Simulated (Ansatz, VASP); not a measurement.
# Rh in VASP and in Ansatz

File INCAR:

```
SYSTEM = Rh
PREC = Accurate
ENCUT = 600
EDIFF = 1E-6
ISMEAR = -1
SIGMA = 0.05
LREAL = .FALSE.
LASPH = .TRUE.
NELM = 100
ALGO = Normal
ISIF = 3
LWAVE = .FALSE.
LCHARG = .FALSE.
GGA = CA
IBRION = 2
NSW = 80
EDIFFG = -0.01
```

The input KPOINTS:

```
Automatic mesh
0
G
  12 12 12
  0 0 0
```

Contents of POSCAR:

```
Rh
1.0
    0.0000000000      1.8978500000      1.8978500000
    1.8978500000      0.0000000000      1.8978500000
    1.8978500000      1.8978500000      0.0000000000
Rh
1
Direct
    0.0000000000      0.0000000000      0.0000000000
```

File input.yaml:

```yaml
crystal:
  lattice:
    - [0.0, 1.89785, 1.89785]
    - [1.89785, 0.0, 1.89785]
    - [1.89785, 1.89785, 0.0]
  atoms:
    - { symbol: Rh, position: [0.0, 0.0, 0.0] }
kpoints:
  mp_grid: { grid: [12, 12, 12] }
scf:
  occupations: { method: fermi_dirac, width: 0.05 }
hamiltonian:
  xc: lda
  pseudopotentials: { kind: all_electron, lapw: { basis_error: 0.001 } }
output:
  forces: true
  stress: true
relax:
  f_tol: 0.01
  max_steps: 60
  cell: {}
```

Alike in both runs: task relaxation of cell and atoms; functional LDA; k mesh 12 × 12 × 12; occupations fermi-dirac, width 0.05 eV; no spin polarisation.

```csv
,VASP,Ansatz
version,VASP 6.6.1,Ansatz 0.2.0
potentials or method,"VASP PAW LDA potentials, release 64 (Rh_pv), cutoff 600 eV","all-electron LAPW, scalar-relativistic"
```

|  | VASP | Ansatz | Ansatz less VASP |
| --- | --- | --- | --- |
| relaxed volume (Å³/atom) | 13.25 | 13.22 | -0.030 |
| relaxed cell length with the largest relative difference (Å) | 2.656 | 2.654 | -0.0020 |

LDA's correlation is that of Perdew and Zunger in VASP and of Perdew and Wang (1992) in Ansatz. Ansatz ran all-electron here, and VASP with PAW potentials.
